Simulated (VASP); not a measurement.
# CdTe (F-43m) in VASP: notebook

The runs below take CdTe through single point, with PBE.

Program: VASP 6.6.1. These are calculated values, not measurements. Logs are shortened: lines on timing, memory, paths and dates and some standing lists are left out, and cuts for length are marked.

**1. The cell of the first run**

It takes space group F-43m (No. 216, cubic). The conventional cell has a = 6.706 Å, b = 6.706 Å, c = 6.706 Å, α = 90.00°, β = 90.00°, γ = 90.00°. Cd (site symmetry -43m) has 4 Te at 2.90 Å within 3.8 Å. Within 3.8 Å of Te (site symmetry -43m) lie 4 Cd at 2.90 Å.

**2. Single point, PBE, non-collinear spin, zero start, spin-orbit coupling (37.70 Å³/atom)**

Input file INCAR:

```
ALGO     = Normal         # electronic algorithm
EDIFF    = 1E-7           # SCF threshold, eV
ENCUT    = 520            # plane-wave cutoff, eV
GGA      = PE             # functional
GGA_COMPAT= F            
ISIF     = 2              # what is computed and relaxed
ISMEAR   = 0              # smearing method
LASPH    = T              # aspherical terms in the spheres
LCHARG   = T              # write CHGCAR
LORBIT   = 11             # projections on sites
LORBMOM  = T            
LREAL    = F              # projectors in reciprocal space
LSORBIT  = T              # spin-orbit coupling
LVHAR    = T            
LWAVE    = F              # write WAVECAR
MAGMOM   = 0 0 0 0 0 0    # initial moments
NBANDS   = 30             # bands
NELM     = 150            # most SCF steps
PREC     = Accurate       # precision mode
SIGMA    = 0.05           # smearing width, eV
```

Input file KPOINTS:

```
k-points
0
Gamma
  10 10 10
```

Input file POSCAR:

```
CdTe
1.0
    0.0000000000      3.3530250596      3.3530250596
    3.3530250596      0.0000000000      3.3530250596
    3.3530250596      3.3530250596      0.0000000000
Cd Te
1 1
Direct
    0.0000000000      0.0000000000      0.0000000000
    0.2500000000      0.2500000000      0.2500000000
```

Potentials or basis: VASP PAW PBE potentials, release 64 (Cd, Te).

Launch:

```console
$ cat potpaw_PBE.64/Cd/POTCAR potpaw_PBE.64/Te/POTCAR > POTCAR
$ mpirun -np 1 vasp_ncl > vasp.out
```

OUTCAR:

```text
EDIFF = 1E-7
   ENCUT = 520
   GGA = PE
   ISIF = 2
   ISMEAR = 0
   LASPH = T
   LORBIT = 11
   LREAL = F
   LSORBIT = T
   NELM = 150
   PREC = Accurate

 ion  position               nearest neighbor table
   1  0.000  0.000  0.000-   2 2.90   2 2.90   2 2.90   2 2.90
   2  0.250  0.250  0.250-   1 2.90   1 2.90   1 2.90   1 2.90

  LATTYP: Found a face centered cubic cell.
 ALAT       =     6.7060501192

  Lattice vectors:

 A1 = (   0.0000000000,   3.3530250596,   3.3530250596)
 A2 = (   3.3530250596,   0.0000000000,   3.3530250596)
 A3 = (   3.3530250596,   3.3530250596,   0.0000000000)

Analysis of symmetry for initial positions (statically):
=====================================================================
 Subroutine PRICEL returns:
 Original cell was already a primitive cell.

 Routine SETGRP: Setting up the symmetry group for a
 face centered cubic supercell.

 Subroutine GETGRP returns: Found 24 space group operations
 (whereof 24 operations were pure point group operations)
 out of a pool of 48 trial point group operations.

The static configuration has the point symmetry T_d .

Analysis of symmetry for dynamics (positions and initial velocities):
=====================================================================
 Subroutine PRICEL returns:
 Original cell was already a primitive cell.

 Routine SETGRP: Setting up the symmetry group for a
 face centered cubic supercell.

 Subroutine GETGRP returns: Found 24 space group operations
 (whereof 24 operations were pure point group operations)
 out of a pool of 48 trial point group operations.

The dynamic configuration has the point symmetry T_d .

Analysis of structural, dynamic, and magnetic symmetry:
=====================================================================
 Subroutine PRICEL returns:
 Original cell was already a primitive cell.

 Routine SETGRP: Setting up the symmetry group for a
 face centered cubic supercell.

 Subroutine GETGRP returns: Found 24 space group operations
 (whereof 24 operations were pure point group operations)
 out of a pool of 48 trial point group operations.

The overall configuration has the point symmetry T_d .

 Subroutine INISYM returns: Found 24 space group operations
 (whereof 24 operations are pure point group operations),
 and found     1 'primitive' translations

----------------------------------------------------------------------------------------

                                     Primitive cell

  volume of cell :      75.3946

  direct lattice vectors                    reciprocal lattice vectors
     0.000000000  3.353025060  3.353025060    -0.149119076  0.149119076  0.149119076
     3.353025060  0.000000000  3.353025060     0.149119076 -0.149119076  0.149119076
     3.353025060  3.353025060  0.000000000     0.149119076  0.149119076 -0.149119076

  length of vectors
     4.741893514  4.741893514  4.741893514     0.258281817  0.258281817  0.258281817

  position of ions in fractional coordinates (direct lattice)
     0.000000000  0.000000000  0.000000000
     0.250000000  0.250000000  0.250000000

  ion indices of the primitive-cell ions
   primitive index   ion index
                 1           1
                 2           2

----------------------------------------------------------------------------------------

 KPOINTS: k-points

Automatic generation of k-mesh.
 Grid dimensions read from file:
 generate k-points for:   10   10   10

 Generating k-lattice:

  Cartesian coordinates                     Fractional coordinates (reciprocal lattice)
    -0.014911908  0.014911908  0.014911908     0.100000000  0.000000000  0.000000000
     0.014911908 -0.014911908  0.014911908     0.000000000  0.100000000  0.000000000
     0.014911908  0.014911908 -0.014911908     0.000000000  0.000000000  0.100000000

[... 94 lines left out ...]

 number of electron      17.9999996 magnetization       0.0000000     -0.0000000     -0.0000000

 number of electron      17.9999996 magnetization       0.0000000      0.0000000     -0.0000000

 Free energy of the ion-electron system (eV)
  ---------------------------------------------------
  ext. energy  EPLUGINS =         0.00000000
  ---------------------------------------------------
  free energy    TOTEN  =        -4.93117008 eV

  energy without entropy =       -4.93116891  energy(sigma->0) =       -4.93116949

 E-fermi :   1.8456     XC(G=0):  -8.1394

 val. band max:        1.7391111886   @ k =   0.0000   0.0000   0.0000
 cond. band min:       1.9444037900   @ k =   0.0000   0.0000   0.0000
 fundamental gap:      0.2052926014
 Fermi energy:         1.8455970299

 k-point     1 :       0.0000    0.0000    0.0000
  band No.  band energies     occupation
      1      -9.1606      1.00000
      2      -9.1606      1.00000
      3      -6.8464      1.00000
      4      -6.8464      1.00000
      5      -6.8464      1.00000
      6      -6.8464      1.00000
[... 781 lines left out ...]
     29       9.9370      0.00000
     30       9.9767      0.00000

 [... further k-points ...]

------------------------ aborting loop because EDIFF is reached ----------------------------------------

  FORCE on cell =-STRESS in cart. coord.  units (eV):
  Direction    XX          YY          ZZ          XY          YZ          ZX
  --------------------------------------------------------------------------------------
  -------------------------------------------------------------------------------------
  Total       -0.5270496     -0.5270496     -0.5270496      0.0000000      0.0000000     -0.0000000
  in kB      -11.2000933    -11.2000933    -11.2000933      0.0000000      0.0000000     -0.0000000
  external PRESSURE =     -11.2000933 kB  Pullay stress =       0.0000000 kB

 VOLUME and BASIS-vectors are now :
 -----------------------------------------------------------------------------
  energy-cutoff  :      520.00
  volume of cell :       75.39
      direct lattice vectors                 reciprocal lattice vectors
     0.000000000  3.353025060  3.353025060    -0.149119076  0.149119076  0.149119076
     3.353025060  0.000000000  3.353025060     0.149119076 -0.149119076  0.149119076
     3.353025060  3.353025060  0.000000000     0.149119076  0.149119076 -0.149119076

 POSITION                                       TOTAL-FORCE (eV/Angst)
 -----------------------------------------------------------------------------------
      0.00000      0.00000      0.00000         0.000000      0.000000     -0.000000
      1.67651      1.67651      1.67651        -0.000000     -0.000000      0.000000
 -----------------------------------------------------------------------------------
    total drift:                                0.000000      0.000000      0.000000

  FREE ENERGIE OF THE ION-ELECTRON SYSTEM (eV)
  ---------------------------------------------------
  free  energy   TOTEN  =        -4.9311700804 eV

  energy  without entropy=       -4.9311689071  energy(sigma->0) =       -4.93116949

 orbital moment (x)

 # of ion     p       d       tot
 ----------------------------------------
  1         0.000   0.000   0.000
  2         0.000  -0.000   0.000
 ----------------------------------------
            0.000   0.000   0.000

 orbital moment (y)

 # of ion     p       d       tot
 ----------------------------------------
  1        -0.000   0.000   0.000
  2         0.000   0.000   0.000
 ----------------------------------------
            0.000   0.000   0.000

 orbital moment (z)

 # of ion     p       d       tot
 ----------------------------------------
  1         0.000   0.000   0.000
  2         0.000   0.000   0.000
 ----------------------------------------
            0.000   0.000   0.000

 Spin-Orbit-Coupling matrix elements

 Ion:    1  E_soc:     -0.0583421
 l=   1
     0.0000000    -0.0028148    -0.0028148
    -0.0028148     0.0000000    -0.0028148
    -0.0028148    -0.0028148     0.0000000
 l=   2
     0.0000000    -0.0013765     0.0000000    -0.0013765    -0.0055324
    -0.0013765     0.0000000    -0.0041493    -0.0013765    -0.0013831
     0.0000000    -0.0041493     0.0000000    -0.0041493     0.0000000
    -0.0013765    -0.0013765    -0.0041493     0.0000000    -0.0013831
    -0.0055324    -0.0013831     0.0000000    -0.0013831     0.0000000
 l=   3
     0.0000000     0.0000000     0.0000000     0.0000000     0.0000000     0.0000000     0.0000000
     0.0000000     0.0000000     0.0000000     0.0000000     0.0000000     0.0000000     0.0000000
     0.0000000     0.0000000     0.0000000     0.0000000     0.0000000     0.0000000     0.0000000
     0.0000000     0.0000000     0.0000000     0.0000000     0.0000000     0.0000000     0.0000000
     0.0000000     0.0000000     0.0000000     0.0000000     0.0000000     0.0000000     0.0000000
     0.0000000     0.0000000     0.0000000     0.0000000     0.0000000     0.0000000     0.0000000
     0.0000000     0.0000000     0.0000000     0.0000000     0.0000000     0.0000000     0.0000000

 Ion:    2  E_soc:     -0.2015800
 l=   1
     0.0000000    -0.0335377    -0.0335377
    -0.0335377     0.0000000    -0.0335377
    -0.0335377    -0.0335377     0.0000000
 l=   2
     0.0000000    -0.0000256     0.0000000    -0.0000256    -0.0000333
    -0.0000256     0.0000000    -0.0000250    -0.0000256    -0.0000083
     0.0000000    -0.0000250     0.0000000    -0.0000250     0.0000000
    -0.0000256    -0.0000256    -0.0000250     0.0000000    -0.0000083
    -0.0000333    -0.0000083     0.0000000    -0.0000083     0.0000000
 l=   3
     0.0000000     0.0000000     0.0000000     0.0000000     0.0000000     0.0000000     0.0000000
     0.0000000     0.0000000     0.0000000     0.0000000     0.0000000     0.0000000     0.0000000
     0.0000000     0.0000000     0.0000000     0.0000000     0.0000000     0.0000000     0.0000000
     0.0000000     0.0000000     0.0000000     0.0000000     0.0000000     0.0000000     0.0000000
     0.0000000     0.0000000     0.0000000     0.0000000     0.0000000     0.0000000     0.0000000
     0.0000000     0.0000000     0.0000000     0.0000000     0.0000000     0.0000000     0.0000000
     0.0000000     0.0000000     0.0000000     0.0000000     0.0000000     0.0000000     0.0000000

 total charge

# of ion       s       p       d       tot
------------------------------------------
    1        0.460   0.264   9.534  10.257
    2        1.356   2.013   0.016   3.385
--------------------------------------------------
tot          1.816   2.277   9.550  13.643

 magnetization (x)

# of ion       s       p       d       tot
------------------------------------------
    1       -0.000   0.000   0.000  -0.000
    2       -0.000   0.000  -0.000  -0.000
--------------------------------------------------
tot         -0.000   0.000   0.000  -0.000

 magnetization (y)

# of ion       s       p       d       tot
------------------------------------------
    1        0.000   0.000   0.000   0.000
    2        0.000   0.000   0.000   0.000
--------------------------------------------------
tot          0.000   0.000   0.000   0.000

 magnetization (z)

# of ion       s       p       d       tot
------------------------------------------
    1       -0.000   0.000  -0.000  -0.000
    2       -0.000   0.000  -0.000  -0.000
--------------------------------------------------
tot         -0.000   0.000  -0.000  -0.000
```

It took 10 min on 1 thread of Intel Xeon 8259CL, shared host; peak memory 0.54 GiB.

Results:

| Quantity | Value |
| --- | --- |
| Free energy | -4.9312 eV |
| Pressure | -1.1 GPa |
| Net moment | 0.00 μB per cell |
| Valence electrons inside the program's atomic spheres | Cd 10.26; Te 3.38 |

Moments on the atoms (μB; x, y, z):
```
Cd  0.00 0.00 0.00
Te  0.00 0.00 0.00
```

(Part 1 of 2 ends here.)
